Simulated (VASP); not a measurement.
Here is a VASP 6.6.1 calculation.

The input INCAR:

```
SYSTEM = Zr
PREC = Accurate
ENCUT = 600
EDIFF = 1E-7
ISMEAR = -1
SIGMA = 0.1
LREAL = .FALSE.
LASPH = .TRUE.
NELM = 60
ALGO = Fast
ISIF = 3
LWAVE = .FALSE.
LCHARG = .FALSE.
GGA = PS
IBRION = 2
NSW = 80
EDIFFG = -0.002
PSTRESS = 53.4
```

The input KPOINTS:

```
regular mesh
0
G
  15 15 8
  0 0 0
```

POSCAR

```
Zr
1.0
    3.1366031170      0.0000000000      0.0000000000
   -1.5683015585      2.7163779809      0.0000000000
    0.0000000000      0.0000000000      5.0346228607
Zr
2
Direct
    0.3333333333      0.6666666667      0.2500000000
    0.6666666667      0.3333333333      0.7500000000
```

Potentials or basis: VASP PAW PBE potentials, release 64 (Zr_sv).

Run with:

```bash
$ cat potpaw_PBE.64/Zr_sv/POTCAR > POTCAR
$ mpirun -np 1 vasp_std > vasp.out
```

(1) Estimate the relaxed cell.

(2) Estimate the space group after relaxing (to 0.1 Å).

(3) Predict the band gap on the k mesh.

Answers

(1) a = 3.122 Å, b = 3.122 Å, c = 5.064 Å, α = 90.00°, β = 90.00°, γ = 120.00°.

(2) P6_3/mmc (No. 194).

(3) zero (bands 12 and 13 overlap by 1.39 eV).

Caveat: the cell is relaxed towards a set pressure, so the run minimises the enthalpy, not the energy.
